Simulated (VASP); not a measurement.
# CoSi (P2_13) in VASP: further runs

CoSi is run at these levels: PBE; tasks: single point.

All numbers are computed with VASP 6.6.1; they aren't measurements. Logs are shortened: lines on timing, memory, paths and dates and some standing lists are left out, and cuts for length are marked.

## Step 1: The cell of the first run

Symmetry: P2_13, No. 198, cubic system. Conventional cell: a = 4.438 Å, b = 4.438 Å, c = 4.438 Å, α = 90.00°, β = 90.00°, γ = 90.00°. Co (site symmetry 3) has 7 Si at 2.28 to 2.47 Å and 6 Co at 2.72 Å within 3.0 Å. Within 3.0 Å of Si (site symmetry 3) lie 7 Co at 2.28 to 2.47 Å and 6 Si at 2.75 Å.

## Step 2: Single point, PBE, collinear spin, ferromagnetic start

INCAR reads:

```
ALGO = Normal
EDIFF = 1E-6
ENCUT = 520
GGA = PE
ISIF = 2
ISMEAR = 0
ISPIN = 2
LASPH = True
LCHARG = False
LMAXMIX = 4
LORBIT = 11
LREAL = False
LWAVE = False
MAGMOM = 2.15 2.15 2.15 2.15 0.22 0.22 0.22 0.22
NBANDS = 40
NELM = 150
NUPDOWN = 9.6
PREC = Accurate
SIGMA = 0.1
```

KPOINTS reads:

```
k-points
0
Gamma
  7 7 7
```

POSCAR reads:

```
CoSi
1.0
    4.4380000000      0.0000000000      0.0000000000
    0.0000000000      4.4380000000      0.0000000000
    0.0000000000      0.0000000000      4.4380000000
Co Si
4 4
Direct
    0.1400000000      0.1400000000      0.1400000000
    0.3600000000      0.8600000000      0.6400000000
    0.6400000000      0.3600000000      0.8600000000
    0.8600000000      0.6400000000      0.3600000000
    0.8430000000      0.8430000000      0.8430000000
    0.6570000000      0.1570000000      0.3430000000
    0.3430000000      0.6570000000      0.1570000000
    0.1570000000      0.3430000000      0.6570000000
```

Potentials or basis: VASP PAW PBE potentials, release 64 (Co, Si).

Run with:

```console
> cat potpaw_PBE.64/Co/POTCAR potpaw_PBE.64/Si/POTCAR > POTCAR
> mpirun -np 1 vasp_std > vasp.out
```

OUTCAR:

```text
EDIFF = 1E-6
   ENCUT = 520
   GGA = PE
   ISIF = 2
   ISMEAR = 0
   ISPIN = 2
   LASPH = True
   LORBIT = 11
   LREAL = False
   NELM = 150
   NUPDOWN = 9.6
   PREC = Accurate

 ion  position               nearest neighbor table
   1  0.140  0.140  0.140-   5 2.28   6 2.33   7 2.33   8 2.33   7 2.47   8 2.47   6 2.47   2 2.72
                             4 2.72   2 2.72   4 2.72   3 2.72   3 2.72
   2  0.360  0.860  0.640-   6 2.28   5 2.33   7 2.33   8 2.33   7 2.47   8 2.47   5 2.47   1 2.72
                             3 2.72   1 2.72   3 2.72   4 2.72   4 2.72
   3  0.640  0.360  0.860-   7 2.28   6 2.33   5 2.33   8 2.33   8 2.47   6 2.47   5 2.47   4 2.72
                             2 2.72   2 2.72   4 2.72   1 2.72   1 2.72
   4  0.860  0.640  0.360-   8 2.28   6 2.33   7 2.33   5 2.33   6 2.47   5 2.47   7 2.47   3 2.72
                             1 2.72   1 2.72   3 2.72   2 2.72   2 2.72
   5  0.843  0.843  0.843-   1 2.28   2 2.33   3 2.33   4 2.33   3 2.47   4 2.47   2 2.47   6 2.75
                             7 2.75   8 2.75   6 2.75   8 2.75   7 2.75
   6  0.657  0.157  0.343-   2 2.28   1 2.33   3 2.33   4 2.33   3 2.47   4 2.47   1 2.47   8 2.75
                             5 2.75   5 2.75   7 2.75   7 2.75   8 2.75
   7  0.343  0.657  0.157-   3 2.28   2 2.33   1 2.33   4 2.33   4 2.47   2 2.47   1 2.47   8 2.75
                             5 2.75   8 2.75   6 2.75   6 2.75   5 2.75
   8  0.157  0.343  0.657-   4 2.28   2 2.33   3 2.33   1 2.33   2 2.47   1 2.47   3 2.47   7 2.75
                             5 2.75   7 2.75   5 2.75   6 2.75   6 2.75

  LATTYP: Found a simple cubic cell.
 ALAT       =     4.4380000000

  Lattice vectors:

 A1 = (   4.4380000000,   0.0000000000,   0.0000000000)
 A2 = (   0.0000000000,   4.4380000000,   0.0000000000)
 A3 = (   0.0000000000,   0.0000000000,   4.4380000000)

Analysis of symmetry for initial positions (statically):
=====================================================================
 Subroutine PRICEL returns:
 Original cell was already a primitive cell.

 Routine SETGRP: Setting up the symmetry group for a
 simple cubic supercell.

 Subroutine GETGRP returns: Found 12 space group operations
 (whereof  3 operations were pure point group operations)
 out of a pool of 48 trial point group operations.

The static configuration has the point symmetry C_3 .
 The point group associated with its full space group is T   .

Analysis of symmetry for dynamics (positions and initial velocities):
=====================================================================
 Subroutine PRICEL returns:
 Original cell was already a primitive cell.

 Routine SETGRP: Setting up the symmetry group for a
 simple cubic supercell.

 Subroutine GETGRP returns: Found 12 space group operations
 (whereof  3 operations were pure point group operations)
 out of a pool of 48 trial point group operations.

The dynamic configuration has the point symmetry C_3 .
 The point group associated with its full space group is T   .

Analysis of structural, dynamic, and magnetic symmetry:
=====================================================================
 Subroutine PRICEL returns:
 Original cell was already a primitive cell.

 Routine SETGRP: Setting up the symmetry group for a
 simple cubic supercell.

 Subroutine GETGRP returns: Found 12 space group operations
 (whereof  3 operations were pure point group operations)
 out of a pool of 48 trial point group operations.

The overall configuration has the point symmetry C_3 .
 The point group associated with its full space group is T   .

 Subroutine INISYM returns: Found 12 space group operations
 (whereof  3 operations are pure point group operations),
 and found     1 'primitive' translations

----------------------------------------------------------------------------------------

                                     Primitive cell

  volume of cell :      87.4102

  direct lattice vectors                    reciprocal lattice vectors
     4.438000000  0.000000000  0.000000000     0.225326724  0.000000000  0.000000000
     0.000000000  4.438000000  0.000000000     0.000000000  0.225326724  0.000000000
     0.000000000  0.000000000  4.438000000     0.000000000  0.000000000  0.225326724

  length of vectors
     4.438000000  4.438000000  4.438000000     0.225326724  0.225326724  0.225326724
[... 81 lines left out ...]
   NGXF,Y,Z  is equivalent  to a cutoff of  26.97, 26.97, 26.97 a.u.
 SYSTEM =  unknown system
   PREC   = accura    normal or accurate (medium, high low for compatibility)
   ISTART =      0    job   : 0-new  1-cont  2-samecut
   ICHARG =      2    charge: 1-file 2-atom 10-const
   ISPIN  =      2    spin polarized calculation?
   LNONCOLLINEAR =      F non collinear calculations
   LSORBIT =      F    spin-orbit coupling
   LASPH  =      T    aspherical Exc in radial PAW
   ENCUT  =  520.0 eV  38.22 Ry    6.18 a.u.   8.25  8.25  8.25*2*pi/ulx,y,z
   NELM   =    150;   NELMIN=  2; NELMDL= -5     # of ELM steps
   EDIFF  = 0.1E-05   stopping-criterion for ELM
   LREAL  =      F    real-space projection
   EDIFFG = 0.1E-04   stopping-criterion for IOM
   NSW    =      0    number of steps for IOM
   IBRION =     -1    ionic relax: 0-MD 1-quasi-New 2-CG
   NFREE  =      0    steps in history (QN), initial steepest desc. (CG)
   ISIF   =      2    stress and relaxation
   ISYM   =      2    0-nonsym 1-usesym 2-fastsym
   POTIM  = 0.5000    time-step for ionic-motion
   TEBEG  =    0.0;   TEEND  =   0.0 temperature during run
   PSTRESS=    0.0 pullay stress
   NELECT =      52.0000    total number of electrons
   NUPDOWN=       9.6000    fix difference up-down
   EMIN   =  10.00;   EMAX   =-10.00  energy-range for DOS
   EFERMI =   0.00;   METHOD = LEGACY
   ISMEAR =     0;   SIGMA  =   0.10  broadening in eV -4-tet -1-fermi 0-gaus
   EFERMI_NEDOS =   21; number of points for ismear=-14 and -15
   IALGO  =     38    algorithm
   IMIX   =      4    mixing-type and parameters
     AMIX     =   0.40;   BMIX     =  1.00
     AMIX_MAG =   1.60;   BMIX_MAG =  1.00
  volume/ion in A,a.u.               =      10.93        73.73
  Fermi-wavevector in a.u.,A,eV,Ry     =   1.376856  2.601881 25.793021  1.895734
  Thomas-Fermi vector in A             =   2.502063
   LORBIT       =     11    0 simple, 1 ext, 2 COOP (PROOUT), +10 PAW based schemes
   GGA     = PE    functional components
   LHFCALC =     F    Hartree Fock is set to
   AEXX    =    0.0000 exact exchange contribution
   IVDW    =     0    specifies the selected vdW correction
   LEPSILON=     F    determine dielectric tensor
   LRPA    =     F    only Hartree local field effects (RPA)
 spin polarized calculation
 Gauss-broadening in eV      SIGMA  =   0.10
  energy-cutoff  :      520.00
  volume of cell :       87.41
 maximum number of plane-waves:      2373
 NGX is ok and might be reduce to    36
   NGX = 17   NGY = 17   NGZ = 17

 number of electron      51.9999993 magnetization       9.6000132

 Free energy of the ion-electron system (eV)
  ---------------------------------------------------
  ext. energy  EPLUGINS =         0.00000000
  ---------------------------------------------------
  free energy    TOTEN  =       -46.61166574 eV

  energy without entropy =      -46.57310378  energy(sigma->0) =      -46.59238476

 E-fermi :  11.0717     XC(G=0): -12.8490

 val. band max:       14.4499827596   @ k =   0.2857   0.2857   0.1429
 cond. band min:      11.0743717256   @ k =   0.2857   0.2857   0.1429
 fundamental gap:     -3.3756110340
 Fermi energy:        14.4680404170

 spin component 1

 k-point     1 :       0.0000    0.0000    0.0000
  band No.  band energies     occupation
      1      -1.6766      1.00000
      2       3.6865      1.00000
      3       3.6865      1.00000
      4       3.6865      1.00000
      5       6.1460      1.00000
      6       6.1460      1.00000
[... 973 lines left out ...]
     37      18.3690      0.00000
     38      18.8204      0.00000
 Fermi energy:        11.0717305716

 spin component 2

 k-point     1 :       0.0000    0.0000    0.0000
  band No.  band energies     occupation
      1      -1.2209      1.00000
      2       4.3494      1.00000
      3       4.3494      1.00000
      4       4.3494      1.00000
      5       6.7950      1.00000
      6       6.7950      1.00000
[... 973 lines left out ...]
     37      18.9992      0.00000
     38      19.5054      0.00000
 [bands above 38 left out]

------------------------ aborting loop because EDIFF is reached ----------------------------------------

  FORCE on cell =-STRESS in cart. coord.  units (eV):
  Direction    XX          YY          ZZ          XY          YZ          ZX
  --------------------------------------------------------------------------------------
  -------------------------------------------------------------------------------------
  Total       17.4775720     17.4775720     17.4775720      0.0000000     -0.0000000      0.0000000
  in kB      320.3537333    320.3537333    320.3537333      0.0000000     -0.0000000      0.0000000
  external PRESSURE =     320.3537333 kB  Pullay stress =       0.0000000 kB

 VOLUME and BASIS-vectors are now :
 -----------------------------------------------------------------------------
  energy-cutoff  :      520.00
  volume of cell :       87.41
      direct lattice vectors                 reciprocal lattice vectors
     4.438000000  0.000000000  0.000000000     0.225326724  0.000000000  0.000000000
     0.000000000  4.438000000  0.000000000     0.000000000  0.225326724  0.000000000
     0.000000000  0.000000000  4.438000000     0.000000000  0.000000000  0.225326724

 POSITION                                       TOTAL-FORCE (eV/Angst)
 -----------------------------------------------------------------------------------
      0.62132      0.62132      0.62132         0.182606      0.182606      0.182606
      1.59768      3.81668      2.84032        -0.182606     -0.182606      0.182606
      2.84032      1.59768      3.81668         0.182606     -0.182606     -0.182606
      3.81668      2.84032      1.59768        -0.182606      0.182606     -0.182606
      3.74123      3.74123      3.74123         0.399725      0.399725      0.399725
      2.91577      0.69677      1.52223        -0.399725     -0.399725      0.399725
      1.52223      2.91577      0.69677         0.399725     -0.399725     -0.399725
      0.69677      1.52223      2.91577        -0.399725      0.399725     -0.399725
 -----------------------------------------------------------------------------------
    total drift:                               -0.000000      0.000000      0.000000

  FREE ENERGIE OF THE ION-ELECTRON SYSTEM (eV)
  ---------------------------------------------------
  free  energy   TOTEN  =       -46.6116657400 eV

  energy  without entropy=      -46.5731037781  energy(sigma->0) =      -46.59238476

 total charge

# of ion       s       p       d       tot
------------------------------------------
    1        0.483   0.656   7.349   8.488
    2        0.483   0.656   7.349   8.488
    3        0.483   0.656   7.349   8.488
    4        0.483   0.656   7.349   8.488
    5        0.776   0.912   0.000   1.688
    6        0.776   0.912   0.000   1.688
    7        0.776   0.912   0.000   1.688
    8        0.776   0.912   0.000   1.688
--------------------------------------------------
tot          5.038   6.270  29.396  40.704

 magnetization (x)

# of ion       s       p       d       tot
------------------------------------------
    1        0.046   0.065   1.881   1.992
    2        0.046   0.065   1.881   1.992
    3        0.046   0.065   1.881   1.992
    4        0.046   0.065   1.881   1.992
    5        0.081   0.109   0.000   0.190
    6        0.081   0.109   0.000   0.190
    7        0.081   0.109   0.000   0.190
    8        0.081   0.109   0.000   0.190
--------------------------------------------------
tot          0.508   0.696   7.525   8.729
```

It took 3.7 min on 1 thread of Intel Xeon 8259CL, shared host; peak memory 0.31 GiB.

What came out:

- Free energy: -46.6117 eV
- Pressure: 32.0 GPa
- Largest force: 0.692 eV/Å
- Net moment: 9.60 μB per cell
- Site moments: Co +1.99; Si +0.19 μB
- Valence electrons inside the program's atomic spheres: Co 8.49; Si 1.69

Forces on the atoms (eV/Å):
```
Co   0.183  0.183  0.183
Co  -0.183 -0.183  0.183
Co   0.183 -0.183 -0.183
Co  -0.183  0.183 -0.183
Si   0.400  0.400  0.400
Si  -0.400 -0.400  0.400
Si   0.400 -0.400 -0.400
Si  -0.400  0.400 -0.400
```

Caveat: the cell stands under pressure; the total moment is fixed, so each spin has its own Fermi level and the state may be an excited one.

## Step 3: Single point, PBE, collinear spin, ferromagnetic start

INCAR reads:

```
SYSTEM = CoSi
PREC = Accurate
ENCUT = 520
EDIFF = 1E-6
ISMEAR = 0
SIGMA = 0.1
LREAL = .FALSE.
LASPH = .TRUE.
NELM = 150
ALGO = Normal
ISIF = 2
LWAVE = .FALSE.
LCHARG = .FALSE.
ISPIN = 2
MAGMOM = 2.51 2.51 2.51 2.51 0.33 0.33 0.33 0.33
LORBIT = 11
NUPDOWN = 12.0
LMAXMIX = 4
GGA = PE
NBANDS = 40
```

KPOINTS reads:

```
Automatic mesh
0
G
  7 7 7
  0 0 0
```

POSCAR is that of step 2.

Potentials or basis: VASP PAW PBE potentials, release 64 (Co, Si).

Run with:

```console
> cat potpaw_PBE.64/Co/POTCAR potpaw_PBE.64/Si/POTCAR > POTCAR
> mpirun -np 1 vasp_std > vasp.out
```

It took 4.2 min on 1 thread of Intel Xeon 8259CL, shared host; peak memory 0.31 GiB.

Results (log left out):

| Item | Value |
| --- | --- |
| Free energy | -42.0127 eV |
| Pressure | 44.7 GPa |
| Largest force | 0.789 eV/Å |
| Net moment | 12.00 μB per cell |
| Site moments | Co +2.36; Si +0.28 μB |
| Valence electrons inside the program's atomic spheres | Co 8.44; Si 1.71 |

Forces in eV/Å, atoms in the order of the input:
```
Co   0.298  0.298  0.298
Co  -0.298 -0.298  0.298
Co   0.298 -0.298 -0.298
Co  -0.298  0.298 -0.298
Si   0.456  0.456  0.456
Si  -0.456 -0.456  0.456
Si   0.456 -0.456 -0.456
Si  -0.456  0.456 -0.456
```

Caveat: the cell stands under pressure; the total moment is fixed, so each spin has its own Fermi level and the state may be an excited one.
